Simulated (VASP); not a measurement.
# Mo (I4_1/amd) in VASP: relaxation of cell and atoms with PBEsol

Aim: the relaxation of cell and atoms of Mo with PBEsol.

All numbers are computed with VASP 6.6.1; they aren't measurements. Logs are shortened: lines on timing, memory, paths and dates and some standing lists are left out, and cuts for length are marked.

## 1. The cell of the first run

It takes space group I4_1/amd (No. 141, tetragonal). Conventional cell: a = 4.927 Å, b = 4.927 Å, c = 2.688 Å, α = 90.00°, β = 90.00°, γ = 90.00°. Mo (site symmetry -4m2) has 10 Mo at 2.55 to 3.18 Å within 3.4 Å.

## 2. Relaxation of cell and atoms, PBEsol

INCAR

```
  PREC = Accurate
  ENCUT = 600
  EDIFF = 1E-6
  ISMEAR = 0
  SIGMA = 0.1
  LREAL = False
  LASPH = True
  NELM = 80
  ALGO = Fast
  ISIF = 3
  LWAVE = False
  LCHARG = False
  GGA = PS
  IBRION = 2
  NSW = 100
  EDIFFG = -0.01
```

KPOINTS

```
regular mesh
0
Gamma
  18 18 18
```

POSCAR

```
Mo
1.0
   -2.4635824360      2.4635824360      1.3439296952
    2.4635824360     -2.4635824360      1.3439296952
    2.4635824360      2.4635824360     -1.3439296952
Mo
2
Direct
    0.0000000000      0.0000000000      0.0000000000
    0.7500000000      0.2500000000      0.5000000000
```

Potentials or basis: VASP PAW PBE potentials, release 64 (Mo_sv).

The run is started by

```console
$ cat potpaw_PBE.64/Mo_sv/POTCAR > POTCAR
$ mpirun -np 1 vasp_std > vasp.out
```

OUTCAR:

```text
PREC = Accurate
   ENCUT = 600
   EDIFF = 1E-6
   ISMEAR = 0
   LREAL = False
   LASPH = True
   NELM = 80
   ISIF = 3
   GGA = PS
   IBRION = 2
   NSW = 100
   EDIFFG = -0.01

 ion  position               nearest neighbor table
   1  0.000  0.000  0.000-   2 2.55   2 2.55   2 2.55   2 2.55   2 3.18   2 3.18   2 3.18   2 3.18

   2  0.750  0.250  0.500-   1 2.55   1 2.55   1 2.55   1 2.55   1 3.18   1 3.18   1 3.18   1 3.18

  LATTYP: Found a body centered tetragonal cell.
 ALAT       =     4.9271648720
 C/A-ratio  =     0.5455184594

  Lattice vectors:

 A1 = (  -2.4635824360,   2.4635824360,   1.3439296952)
 A2 = (   2.4635824360,  -2.4635824360,   1.3439296952)
 A3 = (   2.4635824360,   2.4635824360,  -1.3439296952)

Analysis of symmetry for initial positions (statically):
=====================================================================
 Subroutine PRICEL returns:
 Original cell was already a primitive cell.

 Routine SETGRP: Setting up the symmetry group for a
 body centered tetragonal supercell.

 Subroutine GETGRP returns: Found 16 space group operations
 (whereof  8 operations were pure point group operations)
 out of a pool of 16 trial point group operations.

The static configuration has the point symmetry D_2d.
 The point group associated with its full space group is D_4h.

Analysis of symmetry for dynamics (positions and initial velocities):
=====================================================================
 Subroutine PRICEL returns:
 Original cell was already a primitive cell.

 Routine SETGRP: Setting up the symmetry group for a
 body centered tetragonal supercell.

 Subroutine GETGRP returns: Found 16 space group operations
 (whereof  8 operations were pure point group operations)
 out of a pool of 16 trial point group operations.

The dynamic configuration has the point symmetry D_2d.
 The point group associated with its full space group is D_4h.

 Subroutine INISYM returns: Found 16 space group operations
 (whereof  8 operations are pure point group operations),
 and found     1 'primitive' translations

----------------------------------------------------------------------------------------

                                     Primitive cell

  volume of cell :      32.6265

  direct lattice vectors                    reciprocal lattice vectors
    -2.463582436  2.463582436  1.343929695     0.000000000  0.202956472  0.372043271
     2.463582436 -2.463582436  1.343929695     0.202956472  0.000000000  0.372043271
     2.463582436  2.463582436 -1.343929695     0.202956472  0.202956472  0.000000000

  length of vectors
     3.734250107  3.734250107  3.734250107     0.423801280  0.423801280  0.287023795

  position of ions in fractional coordinates (direct lattice)
     0.000000000  0.000000000  0.000000000
     0.750000000  0.250000000  0.500000000

  ion indices of the primitive-cell ions
   primitive index   ion index
                 1           1
                 2           2

----------------------------------------------------------------------------------------

 KPOINTS: regular mesh

Automatic generation of k-mesh.
 Grid dimensions read from file:
 generate k-points for:   18   18   18

 Generating k-lattice:

  Cartesian coordinates                     Fractional coordinates (reciprocal lattice)
     0.000000000  0.011275360  0.020669071     0.055555556  0.000000000  0.000000000
     0.011275360  0.000000000  0.020669071     0.000000000  0.055555556  0.000000000
     0.011275360  0.011275360  0.000000000     0.000000000  0.000000000  0.055555556

  Length of vectors
     0.023544516  0.023544516  0.015945766

  Shift w.r.t. Gamma in fractional coordinates (k-lattice)
     0.000000000  0.000000000  0.000000000

 Subroutine IBZKPT returns following result:
 ===========================================

 Found    480 irreducible k-points:

 Following reciprocal coordinates:
            Coordinates               Weight
  0.000000  0.000000  0.000000      1.000000
  0.055556 -0.000000  0.000000      8.000000
  0.111111 -0.000000  0.000000      8.000000
  0.166667  0.000000  0.000000      8.000000
  0.222222 -0.000000  0.000000      8.000000
  0.277778  0.000000  0.000000      8.000000
[... 16 lines left out ...]
 -0.277778  0.055556  0.000000     16.000000
 -0.222222  0.055556  0.000000     16.000000
 [... further k-points ...]
   k-points           NKPTS =    480   k-points in BZ     NKDIM =    480   number of bands    NBANDS=     18
   number of dos      NEDOS =    301   number of ions     NIONS =      2
   total plane-waves  NPLWV =  27000
   dimension x,y,z NGX =    30 NGY =   30 NGZ =   30
   dimension x,y,z NGXF=    60 NGYF=   60 NGZF=   60
   ions per type =               2
   NGX,Y,Z   is equivalent  to a cutoff of  13.36, 13.36, 13.36 a.u.
   NGXF,Y,Z  is equivalent  to a cutoff of  26.71, 26.71, 26.71 a.u.
 SYSTEM =  unknown system
   PREC   = accura    normal or accurate (medium, high low for compatibility)
   ISTART =      0    job   : 0-new  1-cont  2-samecut
   ICHARG =      2    charge: 1-file 2-atom 10-const
   ISPIN  =      1    spin polarized calculation?
   LNONCOLLINEAR =      F non collinear calculations
   LSORBIT =      F    spin-orbit coupling
   LASPH  =      T    aspherical Exc in radial PAW
   ENCUT  =  600.0 eV  44.10 Ry    6.64 a.u.   7.46  7.46  7.46*2*pi/ulx,y,z
   NELM   =     80;   NELMIN=  2; NELMDL= -5     # of ELM steps
   EDIFF  = 0.1E-05   stopping-criterion for ELM
   LREAL  =      F    real-space projection
   EDIFFG = -.1E-01   stopping-criterion for IOM
   NSW    =    100    number of steps for IOM
   IBRION =      2    ionic relax: 0-MD 1-quasi-New 2-CG
   NFREE  =      1    steps in history (QN), initial steepest desc. (CG)
   ISIF   =      3    stress and relaxation
   ISYM   =      2    0-nonsym 1-usesym 2-fastsym
   POTIM  = 0.5000    time-step for ionic-motion
   TEBEG  =    0.0;   TEEND  =   0.0 temperature during run
   PSTRESS=    0.0 pullay stress
   NELECT =      28.0000    total number of electrons
   NUPDOWN=      -1.0000    fix difference up-down
   EMIN   =  10.00;   EMAX   =-10.00  energy-range for DOS
   EFERMI =   0.00;   METHOD = LEGACY
   ISMEAR =     0;   SIGMA  =   0.10  broadening in eV -4-tet -1-fermi 0-gaus
   EFERMI_NEDOS =   21; number of points for ismear=-14 and -15
   IALGO  =     68    algorithm
   IMIX   =      4    mixing-type and parameters
     AMIX     =   0.40;   BMIX     =  1.00
     AMIX_MAG =   1.60;   BMIX_MAG =  1.00
  volume/ion in A,a.u.               =      16.31       110.09
  Fermi-wavevector in a.u.,A,eV,Ry     =   1.555741  2.939924 32.930584  2.420330
  Thomas-Fermi vector in A             =   2.659638
   LORBIT       =      0    0 simple, 1 ext, 2 COOP (PROOUT), +10 PAW based schemes
   GGA     = PS    functional components
   LHFCALC =     F    Hartree Fock is set to
   AEXX    =    0.0000 exact exchange contribution
   IVDW    =     0    specifies the selected vdW correction
   LEPSILON=     F    determine dielectric tensor
   LRPA    =     F    only Hartree local field effects (RPA)
 conjugate gradient relaxation of ions
 non-spin polarized calculation
 RMM-DIIS sequential band-by-band and
 Gauss-broadening in eV      SIGMA  =   0.10
  energy-cutoff  :      600.00
  volume of cell :       32.63
 maximum number of plane-waves:      1114
 NGX is ok and might be reduce to    30
   NGX = 15   NGY = 15   NGZ = 15

--------------------------------------- Ionic step        1  -------------------------------------------

 number of electron      27.9999999 magnetization

 Free energy of the ion-electron system (eV)
  ---------------------------------------------------
  ext. energy  EPLUGINS =         0.00000000
  ---------------------------------------------------
  free energy    TOTEN  =       -21.80042530 eV

  energy without entropy =      -21.79094013  energy(sigma->0) =      -21.79568272

------------------------ aborting loop because EDIFF is reached ----------------------------------------

  FORCE on cell =-STRESS in cart. coord.  units (eV):
  Direction    XX          YY          ZZ          XY          YZ          ZX
  --------------------------------------------------------------------------------------
  -------------------------------------------------------------------------------------
  Total        0.7525175      0.7525175     -1.0113061      0.0000000     -0.0000000      0.0000000
  in kB       36.9535740     36.9535740    -49.6618012      0.0000000     -0.0000000      0.0000000
  external PRESSURE =       8.0817823 kB  Pullay stress =       0.0000000 kB
[... 201 lines left out ...]
  energy  without entropy=      -21.8216721707  energy(sigma->0) =      -21.82600047

--------------------------------------- Ionic step        7  -------------------------------------------

 number of electron      28.0000003 magnetization

 Free energy of the ion-electron system (eV)
  ---------------------------------------------------
  ext. energy  EPLUGINS =         0.00000000
  ---------------------------------------------------
  free energy    TOTEN  =       -21.83034387 eV

  energy without entropy =      -21.82167409  energy(sigma->0) =      -21.82600898

 E-fermi :  11.6687     XC(G=0): -13.1699

 val. band max:       11.6655064847   @ k =   0.3889   0.1667   0.0556
 cond. band min:      11.6690130698   @ k =  -0.0556  -0.3333   0.0556
 fundamental gap:      0.0035065851
 Fermi energy:        11.6687219530

 k-point     1 :       0.0000    0.0000    0.0000
  band No.  band energies     occupation
      1     -49.3341      2.00000
      2     -48.8941      2.00000
      3     -23.8958      2.00000
      4     -23.8958      2.00000
      5     -22.5932      2.00000
      6     -22.5932      2.00000
[... 10 lines left out ...]
     17      13.5741      0.00000
     18      15.6831      0.00000
[... 466 lines left out ...]
      2     -48.8846      2.00000
      3     -23.8559      2.00000
      4     -23.7004      2.00000
      5     -22.9534      2.00000
      6     -22.8634      2.00000
[... 10 lines left out ...]
     17      13.4585      0.00000
     18      15.1275      0.00000

 [... further k-points ...]

------------------------ aborting loop because EDIFF is reached ----------------------------------------

  FORCE on cell =-STRESS in cart. coord.  units (eV):
  Direction    XX          YY          ZZ          XY          YZ          ZX
  --------------------------------------------------------------------------------------
  -------------------------------------------------------------------------------------
  Total       -0.0082976     -0.0082976     -0.0183174      0.0000000      0.0000000      0.0000000
  in kB       -0.4061709     -0.4061709     -0.8966506      0.0000000      0.0000000      0.0000000
  external PRESSURE =      -0.5696642 kB  Pullay stress =       0.0000000 kB
[... 17 lines left out ...]
  FREE ENERGIE OF THE ION-ELECTRON SYSTEM (eV)
  ---------------------------------------------------
  free  energy   TOTEN  =       -21.8303438717 eV

  energy  without entropy=      -21.8216740936  energy(sigma->0) =      -21.82600898

 reached required accuracy - stopping structural energy minimisation
```

It took 41 min on 1 thread of Oxide Virtual Turin-like, shared host; peak memory 0.37 GiB.

Results:

| Item | Value |
| --- | --- |
| Free energy | -21.8303 eV |
| Relaxed volume | 16.37 Å³/atom |
| Relaxed cell | a = 3.776 Å, b = 3.776 Å, c = 3.776 Å, α = 96.84°, β = 96.84°, γ = 139.62° |
| Space group after relaxing (to 0.1 Å) | I4_1/amd (No. 141) |
| Energy gained by relaxing | 15.0 meV/atom |
| Ionic steps | 7 |
| Pressure after relaxing | -0.1 GPa |
| Band gap on the k mesh | zero (bands 14 and 15 overlap by 2.82 eV) |

Step by step:
| step | energy change (eV) | largest force (eV/Å) | pressure (GPa) | volume (Å³) |
| --- | --- | --- | --- | --- |
| 1 | 0.0000 | 0.0000 | 0.81 | 32.63 |
| 2 | -0.0279 | 0.0000 | -1.86 | 33.00 |
| 3 | -0.0280 | 0.0000 | -1.92 | 33.01 |
| 4 | -0.0206 | 0.0000 | 4.28 | 32.15 |
| 5 | -0.0299 | 0.0000 | -0.04 | 32.74 |
| 6 | -0.0299 | 0.0000 | -0.07 | 32.74 |
| 7 | -0.0299 | 0.0000 | -0.06 | 32.73 |

Final structure:
```xyz
2
Lattice="-2.5058 2.5058 1.3031 2.5058 -2.5058 1.3031 2.5058 2.5058 -1.3031" Properties=species:S:1:pos:R:3 pbc="T T T"
Mo    2.5058    2.5058   -1.3031
Mo    0.0000    2.5058    0.6516
```

Caveat: the PAW data sets were made with another functional, which shifts forces and pressure a little.
